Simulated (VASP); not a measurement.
Crystal: NbInS4.

```
Nb In S
1.0
     5.76295    0.00000    0.00000
    -2.88148    4.99086    0.00000
     0.00000    0.00000    4.70893
Nb In S
1 1 4
Direct
  0.66667 0.33333 0.00000
  0.00000 0.00000 0.00000
  0.33333 0.66667 0.00000
  0.65958 0.82979 0.50000
  0.17021 0.82979 0.50000
  0.17021 0.34042 0.50000
```

The cell was built from a structure type or drawn by symmetry, and may not be a known phase.

| Item | Value |
| --- | --- |
| Program | VASP 6.6.1 |
| Task | relaxation of cell and atoms |
| Functional | PBE |
| Potentials or basis | VASP PAW PBE potentials, release 64 (Nb_sv, In_d, S) |
| Cutoff | 600 eV |
| k mesh | 3 × 3 × 4 |
| Occupations | gaussian, width 0.1 eV |
| Spin | collinear spin |
| Starting moments | [2.55, 0.18, -0.08, 0.06, 0.06, 0.06] μB |

At the start: pressure -5.9 GPa; volume 22.57 Å³/atom.

Where does the relaxation end?

Over 25 steps the energy falls by 345.4 meV/atom and the volume is 26.13 Å³/atom (+15.8 %); space group P-6m2 (No. 187, to 0.1 Å) before and after; moment 3.99 μB per cell.

The path:
| step | energy change (eV) | largest force (eV/Å) | pressure (GPa) | volume (Å³) |
| --- | --- | --- | --- | --- |
| 1 | 0.0000 | 0.3258 | -5.90 | 135.44 |
| 2 | -0.3619 | 0.1808 | -0.05 | 119.77 |
| 3 | -0.3630 | 0.1652 | 0.37 | 118.99 |
| 4 | -0.4060 | 0.0226 | 0.32 | 118.91 |
| 5 | -0.5195 | 0.1352 | 0.69 | 118.45 |
| 6 | -0.7549 | 0.2268 | 4.37 | 116.64 |
| 7 | -0.2531 | 1.8908 | 21.38 | 109.86 |
| 8 | -0.8571 | 0.6387 | 6.17 | 115.50 |
| 9 | -0.9076 | 0.1471 | 11.64 | 112.97 |
| 10 | -0.9119 | 0.1345 | 11.69 | 113.02 |
| 11 | -0.9242 | 0.0970 | 11.84 | 113.18 |
| 12 | -0.9433 | 0.0003 | 12.23 | 113.47 |
| 13 | -0.9497 | 0.3016 | 13.27 | 114.03 |
| 14 | -0.9783 | 0.2990 | 13.04 | 114.44 |
| 15 | -1.0607 | 0.2924 | 12.35 | 115.68 |
| 16 | -1.2104 | 0.2740 | 11.02 | 118.18 |
| 17 | -1.4750 | 0.2561 | 8.78 | 123.24 |
| 18 | -1.7926 | 0.2638 | 5.52 | 133.65 |
| 19 | -2.0081 | 0.4674 | 1.94 | 155.60 |
| 20 | -2.0447 | 0.0249 | 0.91 | 155.89 |
| 21 | -2.0542 | 0.3197 | 0.06 | 156.14 |
| 22 | -2.0593 | 0.2766 | 0.02 | 156.24 |
| 23 | -2.0697 | 0.1364 | -0.08 | 156.54 |
| 24 | -2.0671 | 0.1848 | -0.17 | 157.11 |
| 25 | -2.0724 | 0.0061 | -0.13 | 156.79 |

Final structure:
```yaml
crystal:
  lattice:
    - [5.05212, 0.00000, 0.00000]
    - [-2.52606, 4.37527, 0.00000]
    - [0.00000, 0.00000, 7.09300]
  atoms:
    - { symbol: Nb, position: [0.66667, 0.33333, 0.00000] }
    - { symbol: In, position: [0.00000, 0.00000, 0.00000] }
    - { symbol: S, position: [0.33333, 0.66667, 0.00000] }
    - { symbol: S, position: [0.72210, 0.86105, 0.50000] }
    - { symbol: S, position: [0.13895, 0.86105, 0.50000] }
    - { symbol: S, position: [0.13895, 0.27790, 0.50000] }
```

Caveat: the k points lie up to 0.48 Å⁻¹ apart in the final cell, too coarse for converged energies and pressures of a metal; the volume moved by over 15 % at a fixed basis, so the end points are rough.
